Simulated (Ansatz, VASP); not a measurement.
One calculation of InSbTe3, two programs

```
In Sb Te
1.0
     4.34150    0.00000    0.00000
    -2.17075    3.75985    0.00000
     0.00000    0.00000   10.36534
In Sb Te
1 1 3
Direct
  0.66667 0.33333 0.19295
  0.33333 0.66667 0.81352
  0.00000 0.00000 0.00487
  0.33333 0.66667 0.33688
  0.66667 0.33333 0.65177
```

Change from the starting cell: species swapped into the Mg3BiSb type (P3m1, No. 156).

Alike in both runs: task relaxation of cell and atoms; functional PBE; k mesh 12 × 12 × 4; occupations gaussian, width 0.1 eV; no spin polarisation.

|  | VASP | Ansatz |
| --- | --- | --- |
| version | VASP 6.6.1 | Ansatz 0.2.0 |
| potentials or method | VASP PAW PBE potentials, release 64 (In_d, Sb, Te), cutoff 600 eV | scalar-relativistic, plane waves, PAW |
| valence electrons in the cell | 36 | 76 |

```csv
,VASP,Ansatz,Ansatz less VASP
"gap on the k mesh at the Fermi level, each at its own relaxed structure (eV)",none,none,-
relaxed volume (Å³/atom),34.06,34.13,+0.077
relaxed length of the cell vector where the two differ most in proportion (Å),10.513,10.533,+0.0204
```

A gap of «none» marks a metal or a gap that the smearing closes. VASP's potentials hold 36 valence electrons a cell and Ansatz's 76, so a difference there can come from the potentials and not from the codes.

Neither program's run includes spin-orbit coupling.
